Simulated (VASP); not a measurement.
# SiO2 (I4_1/amd) in VASP: a series of runs

SiO2 is run at these levels: PBE; tasks: relaxation of cell and atoms.

Everything below comes from runs of VASP 6.6.1. Logs are shortened: lines on timing, memory, paths and dates and some standing lists are left out, and cuts for length are marked.

### Step 1. The cell of the first run

It takes space group I4_1/amd (No. 141, tetragonal). Conventional cell: a = 3.404 Å, b = 3.404 Å, c = 8.716 Å, α = 90.00°, β = 90.00°, γ = 90.00°. Within 2.3 Å of Si (site symmetry -4m2) lie 6 O at 1.75 to 1.79 Å. Within 2.3 Å of O (site symmetry 2mm) lie 3 Si at 1.75 to 1.79 Å and 2 O at 2.20 Å.

### Step 2. Relaxation of cell and atoms, PBE

Input file INCAR:

```
ALGO = Normal
EDIFF = 1E-7
EDIFFG = -0.05
ENCUT = 600
GGA = PE
IBRION = 2
ISIF = 3
ISMEAR = 0
LASPH = True
LCHARG = False
LREAL = False
LWAVE = False
NELM = 80
NSW = 80
PREC = Accurate
SIGMA = 0.1
```

Input file KPOINTS:

```
k-points
0
Gamma
  8 8 8
```

Input file POSCAR:

```
SiO2
1.0
   -1.7022167161      1.7022167161      4.3581345198
    1.7022167161     -1.7022167161      4.3581345198
    1.7022167161      1.7022167161     -4.3581345198
Si O
2 4
Direct
    0.0000000000      0.0000000000      0.0000000000
    0.7500000000      0.2500000000      0.5000000000
    0.9552981748      0.4552981748      0.5000000000
    0.2052981748      0.2052981748      0.0000000000
    0.5447018252      0.0447018252      0.5000000000
    0.7947018252      0.7947018252      0.0000000000
```

Potentials or basis: VASP PAW PBE potentials, release 64 (Si, O).

On the command line:

```sh
$ cat potpaw_PBE.64/Si/POTCAR potpaw_PBE.64/O/POTCAR > POTCAR
$ mpirun -np 1 vasp_std > vasp.out
```

OUTCAR:

```text
EDIFF = 1E-7
   EDIFFG = -0.05
   ENCUT = 600
   GGA = PE
   IBRION = 2
   ISIF = 3
   ISMEAR = 0
   LASPH = True
   LREAL = False
   NELM = 80
   NSW = 80
   PREC = Accurate

 ion  position               nearest neighbor table
   1  0.000  0.000  0.000-   5 1.75   3 1.75   5 1.75   3 1.75   4 1.79   6 1.79   2 2.77   2 2.77
                             2 2.77   2 2.77
   2  0.750  0.250  0.500-   6 1.75   4 1.75   6 1.75   4 1.75   3 1.79   5 1.79   1 2.77   1 2.77
                             1 2.77   1 2.77
   3  0.955  0.455  0.500-   1 1.75   1 1.75   2 1.79
   4  0.205  0.205  0.000-   2 1.75   2 1.75   1 1.79
   5  0.545  0.045  0.500-   1 1.75   1 1.75   2 1.79
   6  0.795  0.795  0.000-   2 1.75   2 1.75   1 1.79

  LATTYP: Found a body centered tetragonal cell.
 ALAT       =     3.4044334322
 C/A-ratio  =     2.5602700752

  Lattice vectors:

 A1 = (  -1.7022167161,   1.7022167161,   4.3581345198)
 A2 = (   1.7022167161,  -1.7022167161,   4.3581345198)
 A3 = (   1.7022167161,   1.7022167161,  -4.3581345198)

Analysis of symmetry for initial positions (statically):
=====================================================================
 Subroutine PRICEL returns:
 Original cell was already a primitive cell.

 Routine SETGRP: Setting up the symmetry group for a
 body centered tetragonal supercell.

 Subroutine GETGRP returns: Found 16 space group operations
 (whereof  8 operations were pure point group operations)
 out of a pool of 16 trial point group operations.

The static configuration has the point symmetry D_2d.
 The point group associated with its full space group is D_4h.

Analysis of symmetry for dynamics (positions and initial velocities):
=====================================================================
 Subroutine PRICEL returns:
 Original cell was already a primitive cell.

 Routine SETGRP: Setting up the symmetry group for a
 body centered tetragonal supercell.

 Subroutine GETGRP returns: Found 16 space group operations
 (whereof  8 operations were pure point group operations)
 out of a pool of 16 trial point group operations.

The dynamic configuration has the point symmetry D_2d.
 The point group associated with its full space group is D_4h.

 Subroutine INISYM returns: Found 16 space group operations
 (whereof  8 operations are pure point group operations),
 and found     1 'primitive' translations

----------------------------------------------------------------------------------------

                                     Primitive cell

  volume of cell :      50.5115

  direct lattice vectors                    reciprocal lattice vectors
    -1.702216716  1.702216716  4.358134520     0.000000000  0.293734632  0.114727987
     1.702216716 -1.702216716  4.358134520     0.293734632  0.000000000  0.114727987
     1.702216716  1.702216716 -4.358134520     0.293734632  0.293734632  0.000000000

  length of vectors
     4.978797042  4.978797042  4.978797042     0.315345120  0.315345120  0.415403500

  position of ions in fractional coordinates (direct lattice)
     0.000000000  0.000000000  0.000000000
     0.750000000  0.250000000  0.500000000
     0.955298175  0.455298175  0.500000000
     0.205298175  0.205298175  0.000000000
     0.544701825  0.044701825  0.500000000
     0.794701825  0.794701825  0.000000000

  ion indices of the primitive-cell ions
   primitive index   ion index
                 1           1
                 2           2
                 3           3
                 4           4
                 5           5
                 6           6

----------------------------------------------------------------------------------------

 KPOINTS: k-points

Automatic generation of k-mesh.
 Grid dimensions read from file:
 generate k-points for:    8    8    8

 Generating k-lattice:

  Cartesian coordinates                     Fractional coordinates (reciprocal lattice)
     0.000000000  0.036716829  0.014340998     0.125000000  0.000000000  0.000000000
     0.036716829  0.000000000  0.014340998     0.000000000  0.125000000  0.000000000
     0.036716829  0.036716829  0.000000000     0.000000000  0.000000000  0.125000000

  Length of vectors
     0.039418140  0.039418140  0.051925437

  Shift w.r.t. Gamma in fractional coordinates (k-lattice)
     0.000000000  0.000000000  0.000000000

 Subroutine IBZKPT returns following result:
 ===========================================

 Found     59 irreducible k-points:

 Following reciprocal coordinates:
            Coordinates               Weight
  0.000000  0.000000  0.000000      1.000000
  0.125000  0.000000  0.000000      8.000000
  0.250000  0.000000  0.000000      8.000000
  0.375000 -0.000000  0.000000      8.000000
  0.500000  0.000000  0.000000      4.000000
  0.125000  0.125000  0.000000      8.000000
[... 16 lines left out ...]
  0.250000  0.125000  0.125000     16.000000
  0.375000  0.125000  0.125000      8.000000
 [... further k-points ...]
   k-points           NKPTS =     59   k-points in BZ     NKDIM =     59   number of bands    NBANDS=     20
   number of dos      NEDOS =    301   number of ions     NIONS =      6
   total plane-waves  NPLWV =  64000
   dimension x,y,z NGX =    40 NGY =   40 NGZ =   40
   dimension x,y,z NGXF=    80 NGYF=   80 NGZF=   80
   ions per type =               2   4
   NGX,Y,Z   is equivalent  to a cutoff of  13.36, 13.36, 13.36 a.u.
   NGXF,Y,Z  is equivalent  to a cutoff of  26.71, 26.71, 26.71 a.u.
 SYSTEM =  unknown system
   PREC   = accura    normal or accurate (medium, high low for compatibility)
   ISTART =      0    job   : 0-new  1-cont  2-samecut
   ICHARG =      2    charge: 1-file 2-atom 10-const
   ISPIN  =      1    spin polarized calculation?
   LNONCOLLINEAR =      F non collinear calculations
   LSORBIT =      F    spin-orbit coupling
   LASPH  =      T    aspherical Exc in radial PAW
   ENCUT  =  600.0 eV  44.10 Ry    6.64 a.u.   9.94  9.94  9.94*2*pi/ulx,y,z
   NELM   =     80;   NELMIN=  2; NELMDL= -5     # of ELM steps
   EDIFF  = 0.1E-06   stopping-criterion for ELM
   LREAL  =      F    real-space projection
   EDIFFG = -.5E-01   stopping-criterion for IOM
   NSW    =     80    number of steps for IOM
   IBRION =      2    ionic relax: 0-MD 1-quasi-New 2-CG
   NFREE  =      1    steps in history (QN), initial steepest desc. (CG)
   ISIF   =      3    stress and relaxation
   ISYM   =      2    0-nonsym 1-usesym 2-fastsym
   POTIM  = 0.5000    time-step for ionic-motion
   TEBEG  =    0.0;   TEEND  =   0.0 temperature during run
   PSTRESS=    0.0 pullay stress
   NELECT =      32.0000    total number of electrons
   NUPDOWN=      -1.0000    fix difference up-down
   EMIN   =  10.00;   EMAX   =-10.00  energy-range for DOS
   EFERMI =   0.00;   METHOD = LEGACY
   ISMEAR =     0;   SIGMA  =   0.10  broadening in eV -4-tet -1-fermi 0-gaus
   EFERMI_NEDOS =   21; number of points for ismear=-14 and -15
   IALGO  =     38    algorithm
   IMIX   =      4    mixing-type and parameters
     AMIX     =   0.40;   BMIX     =  1.00
     AMIX_MAG =   1.60;   BMIX_MAG =  1.00
  volume/ion in A,a.u.               =       8.42        56.81
  Fermi-wavevector in a.u.,A,eV,Ry     =   1.406030  2.657012 26.897650  1.976922
  Thomas-Fermi vector in A             =   2.528432
   LORBIT       =      0    0 simple, 1 ext, 2 COOP (PROOUT), +10 PAW based schemes
   GGA     = PE    functional components
   LHFCALC =     F    Hartree Fock is set to
   AEXX    =    0.0000 exact exchange contribution
   IVDW    =     0    specifies the selected vdW correction
   LEPSILON=     F    determine dielectric tensor
   LRPA    =     F    only Hartree local field effects (RPA)
 conjugate gradient relaxation of ions
 non-spin polarized calculation
 Gauss-broadening in eV      SIGMA  =   0.10
  energy-cutoff  :      600.00
  volume of cell :       50.51
 maximum number of plane-waves:      1710
   NGX = 19   NGY = 19   NGZ = 19

--------------------------------------- Ionic step        1  -------------------------------------------

 number of electron      31.9999999 magnetization

 Free energy of the ion-electron system (eV)
  ---------------------------------------------------
  ext. energy  EPLUGINS =         0.00000000
  ---------------------------------------------------
  free energy    TOTEN  =       -45.84463213 eV

  energy without entropy =      -45.84463213  energy(sigma->0) =      -45.84463213

------------------------ aborting loop because EDIFF is reached ----------------------------------------

  FORCE on cell =-STRESS in cart. coord.  units (eV):
  Direction    XX          YY          ZZ          XY          YZ          ZX
  --------------------------------------------------------------------------------------
  -------------------------------------------------------------------------------------
  Total        6.2088482      6.2088482      1.9163585      0.0000000      0.0000000      0.0000000
  in kB      196.9388065    196.9388065     60.7850836      0.0000000      0.0000000      0.0000000
  external PRESSURE =     151.5542322 kB  Pullay stress =       0.0000000 kB

 VOLUME and BASIS-vectors are now :
 -----------------------------------------------------------------------------
  energy-cutoff  :      600.00
  volume of cell :       50.51
      direct lattice vectors                 reciprocal lattice vectors
    -1.702216716  1.702216716  4.358134520     0.000000000  0.293734632  0.114727987
     1.702216716 -1.702216716  4.358134520     0.293734632  0.000000000  0.114727987
     1.702216716  1.702216716 -4.358134520     0.293734632  0.293734632  0.000000000
[... 281 lines left out ...]
 POSITION                                       TOTAL-FORCE (eV/Angst)
 -----------------------------------------------------------------------------------
      1.76083      1.76083     -4.25321        -0.000000     -0.000000     -0.000000
      0.00000      1.76083      2.12661        -0.000000     -0.000000     -0.000000
      0.00000      1.76083      3.89503        -0.000000     -0.000000      0.036615
      0.00000      0.00000      1.76842         0.000000      0.000000      0.036615
      0.00000      1.76083      0.35818         0.000000      0.000000     -0.036615
      1.76083      1.76083      2.48479         0.000000      0.000000     -0.036615
 -----------------------------------------------------------------------------------
    total drift:                                0.000000     -0.000000     -0.000000

  FREE ENERGIE OF THE ION-ELECTRON SYSTEM (eV)
  ---------------------------------------------------
  free  energy   TOTEN  =       -46.0428316716 eV

  energy  without entropy=      -46.0428316716  energy(sigma->0) =      -46.04283167

--------------------------------------- Ionic step        9  -------------------------------------------

 number of electron      32.0000004 magnetization

 Free energy of the ion-electron system (eV)
  ---------------------------------------------------
  ext. energy  EPLUGINS =         0.00000000
  ---------------------------------------------------
  free energy    TOTEN  =       -46.04354816 eV

  energy without entropy =      -46.04354816  energy(sigma->0) =      -46.04354816

 E-fermi :   6.1855     XC(G=0): -11.3745

 val. band max:        5.6611581391   @ k =  -0.3750   0.3750   0.0000
 cond. band min:      11.4723647980   @ k =   0.0000   0.0000   0.0000
 fundamental gap:      5.8112066589
 Fermi energy:         6.1854860119

 k-point     1 :       0.0000    0.0000    0.0000
  band No.  band energies     occupation
      1     -15.6244      2.00000
      2     -12.7667      2.00000
      3     -11.6908      2.00000
      4     -10.9233      2.00000
      5      -1.7758      2.00000
      6      -1.7758      2.00000
[... 12 lines left out ...]
     19      16.7766      0.00000
     20      17.5279      0.00000
[... 507 lines left out ...]
 k-point    24 :       0.3750    0.1250    0.1250
  band No.  band energies     occupation
      1     -14.0084      2.00000
      2     -12.9469      2.00000
      3     -12.6631      2.00000
      4     -11.6937      2.00000
      5      -3.8617      2.00000
      6      -2.1572      2.00000
[... 12 lines left out ...]
     19      15.9793      0.00000
     20      16.4237      0.00000

 [... further k-points ...]
[... 5 lines left out ...]
  --------------------------------------------------------------------------------------
  -------------------------------------------------------------------------------------
  Total       -0.0482029     -0.0482029      0.0909345      0.0000000      0.0000000      0.0000000
  in kB       -1.4579073     -1.4579073      2.7503339      0.0000000      0.0000000      0.0000000
  external PRESSURE =      -0.0551603 kB  Pullay stress =       0.0000000 kB

 VOLUME and BASIS-vectors are now :
 -----------------------------------------------------------------------------
  energy-cutoff  :      600.00
  volume of cell :       52.97
      direct lattice vectors                 reciprocal lattice vectors
    -1.763015234  1.763015234  4.260708472     0.000000000  0.283605037  0.117351376
     1.763015234 -1.763015234  4.260708472     0.283605037  0.000000000  0.117351376
     1.763015234  1.763015234 -4.260708472     0.283605037  0.283605037  0.000000000

 POSITION                                       TOTAL-FORCE (eV/Angst)
 -----------------------------------------------------------------------------------
      0.00000     -0.00000      0.00000        -0.000000     -0.000000      0.000000
      0.00000      1.76302      2.13035        -0.000000     -0.000000      0.000000
      0.00000      1.76302      3.90106         0.000000     -0.000000      0.010570
      0.00000      0.00000      1.77071        -0.000000      0.000000      0.010570
      0.00000      1.76302      0.35965         0.000000     -0.000000     -0.010570
      0.00000      0.00000      6.75071        -0.000000      0.000000     -0.010570
 -----------------------------------------------------------------------------------
    total drift:                                0.000000      0.000000     -0.000000

  FREE ENERGIE OF THE ION-ELECTRON SYSTEM (eV)
  ---------------------------------------------------
  free  energy   TOTEN  =       -46.0435481649 eV

  energy  without entropy=      -46.0435481649  energy(sigma->0) =      -46.04354816

 reached required accuracy - stopping structural energy minimisation
```

Wall time 16 min (1 thread of AMD EPYC 7R13, shared host); peak memory 0.24 GiB.

Results:

```yaml
Free_energy: -46.0435 eV
Relaxed_volume: 8.83 Å³/atom
Relaxed_cell: a = 4.937 Å, b = 4.937 Å, c = 4.937 Å, α = 138.15°, β = 138.15°, γ = 60.67°
Space_group_after_relaxing_to_0.1_Å: I4_1/amd (No. 141)
Energy_gained_by_relaxing: 33.2 meV/atom
Ionic_steps: 9
Pressure_after_relaxing: 0.0 GPa
Largest_force_after_relaxing: 0.011 eV/Å
Band_gap_on_the_k_mesh: 5.81 eV (least direct gap 6.44 eV)
```

Forces on the atoms (eV/Å):
```
Si   0.000  0.000  0.000
Si   0.000  0.000  0.000
O    0.000  0.000  0.011
O    0.000  0.000  0.011
O    0.000  0.000 -0.011
O    0.000  0.000 -0.011
```

The path:
| step | energy change (eV) | largest force (eV/Å) | pressure (GPa) | volume (Å³) |
| --- | --- | --- | --- | --- |
| 1 | 0.0000 | 0.2620 | 15.16 | 50.51 |
| 2 | -0.0104 | 0.5478 | -15.00 | 56.54 |
| 3 | -0.1569 | 0.1454 | -1.87 | 53.44 |
| 4 | -0.1876 | 0.2740 | -0.08 | 53.33 |
| 5 | -0.1876 | 0.2543 | -0.18 | 53.34 |
| 6 | -0.1961 | 0.1154 | -0.54 | 53.24 |
| 7 | -0.1984 | 0.0104 | -0.87 | 53.16 |
| 8 | -0.1982 | 0.0366 | 1.06 | 52.75 |
| 9 | -0.1989 | 0.0106 | -0.01 | 52.97 |

Final structure:
```cif
data_structure
_symmetry_space_group_name_H-M 'P 1'
_symmetry_Int_Tables_number 1
_cell_length_a 4.9366
_cell_length_b 4.9366
_cell_length_c 4.9366
_cell_angle_alpha 138.152
_cell_angle_beta 138.152
_cell_angle_gamma 60.671
_cell_volume 52.97
loop_
_atom_site_label
_atom_site_type_symbol
_atom_site_fract_x
_atom_site_fract_y
_atom_site_fract_z
_atom_site_occupancy
Si1 Si 0.00000 0.00000 0.00000 1
Si2 Si 0.75000 0.25000 0.50000 1
O1 O 0.95779 0.45780 0.50000 1
O2 O 0.20780 0.20780 0.00000 1
O3 O 0.54221 0.04221 0.50000 1
O4 O 0.79221 0.79221 0.00000 1
```

Levels at points of the mesh, in eV from the valence-band top:
```
           k point  band 12  band 13  band 14  band 15  band 16  band 17  band 18  band 19  band 20
(0.00, 0.00, 0.00)    -1.46    -0.83    -0.83    -0.63    -0.63     5.81     8.35    11.12    11.87
(0.50, 0.00, 0.00)    -2.26    -1.84    -1.79    -1.22    -1.19     8.67     8.70    11.00    11.17
(0.50, 0.50, 0.00)    -2.21    -2.00    -2.00    -0.08    -0.08     9.65     9.65    10.77    10.77
(0.50, 0.50, 0.50)    -3.86    -2.05    -2.05    -0.42    -0.42     7.18     7.18    10.13    10.13
```

A k mesh can miss the band edges.

### Step 3. Relaxation of cell and atoms, PBE

This run uses another cell than the first one, of 8.83 Å³/atom.

Input file INCAR:

```
SYSTEM = SiO2
PREC = Accurate
ENCUT = 600
EDIFF = 1E-6
ISMEAR = 0
SIGMA = 0.02
LREAL = .False.
LASPH = .True.
NELM = 60
ALGO = Normal
ISIF = 3
LWAVE = .False.
LCHARG = .False.
GGA = PE
IBRION = 2
NSW = 80
EDIFFG = -0.01
```

Input file KPOINTS:

```
regular mesh
0
Gamma
  10 10 10
  0 0 0
```

Input file POSCAR:

```
SiO2
1.0
   -1.7631929503      1.7631929503      4.2599462538
    1.7631929503     -1.7631929503      4.2599462538
    1.7631929503      1.7631929503     -4.2599462538
Si O
2 4
Direct
    0.0000000000      0.0000000000      0.0000000000
    0.7500000000      0.2500000000      0.5000000000
    0.9578365121      0.4578365121      0.5000000000
    0.2078365121      0.2078365121      0.0000000000
    0.5421634879      0.0421634879      0.5000000000
    0.7921634879      0.7921634879      0.0000000000
```

Potentials or basis: VASP PAW PBE potentials, release 64 (Si, O).

On the command line:

```sh
$ cat potpaw_PBE.64/Si/POTCAR potpaw_PBE.64/O/POTCAR > POTCAR
$ mpirun -np 1 vasp_std > vasp.out
```

It took 6.7 min on 1 thread of AMD EPYC 7R13, shared host; peak memory 0.27 GiB.

It converged, with:

* Free energy: -46.0517 eV
* Relaxed volume: 8.82 Å³/atom
* Relaxed cell: a = 4.937 Å, b = 4.937 Å, c = 4.937 Å, α = 138.19°, β = 138.19°, γ = 60.62°
* Space group after relaxing (to 0.1 Å): I4_1/amd (No. 141)
* Energy gained by relaxing: 0.0 meV/atom
* Ionic steps: 2
* Pressure after relaxing: 0.1 GPa
* Largest force after relaxing: 0.006 eV/Å
* Band gap on the k mesh: 5.80 eV (least direct gap 6.46 eV)

Forces in eV/Å, atoms in the order of the input:
```
Si   0.000  0.000  0.000
Si   0.000  0.000  0.000
O    0.000  0.000 -0.006
O    0.000  0.000 -0.006
O    0.000  0.000  0.006
O    0.000  0.000  0.006
```

Final structure:
```
Si O
1.0
    -1.76171    1.76171    4.26206
     1.76171   -1.76171    4.26206
     1.76171    1.76171   -4.26206
Si O
2 4
Direct
  0.00000 0.00000 0.00000
  0.75000 0.25000 0.50000
  0.95786 0.45786 0.50000
  0.20786 0.20786 0.00000
  0.54214 0.04214 0.50000
  0.79214 0.79214 0.00000
```

Levels at points of the mesh, in eV from the valence-band top:
| k point | band 12 | band 13 | band 14 | band 15 | band 16 | band 17 | band 18 | band 19 | band 20 |
| --- | --- | --- | --- | --- | --- | --- | --- | --- | --- |
| (0.00, 0.00, 0.00) | -1.48 | -0.86 | -0.86 | -0.66 | -0.66 | 5.80 | 8.33 | 11.09 | 11.85 |
| (0.50, 0.00, 0.00) | -2.29 | -1.87 | -1.82 | -1.25 | -1.22 | 8.64 | 8.69 | 10.97 | 11.16 |
| (0.50, 0.50, 0.00) | -2.24 | -2.03 | -2.03 | -0.10 | -0.10 | 9.64 | 9.64 | 10.77 | 10.78 |
| (0.50, 0.50, 0.50) | -3.90 | -2.08 | -2.08 | -0.45 | -0.45 | 7.16 | 7.16 | 10.11 | 10.11 |

A k mesh can miss the band edges.
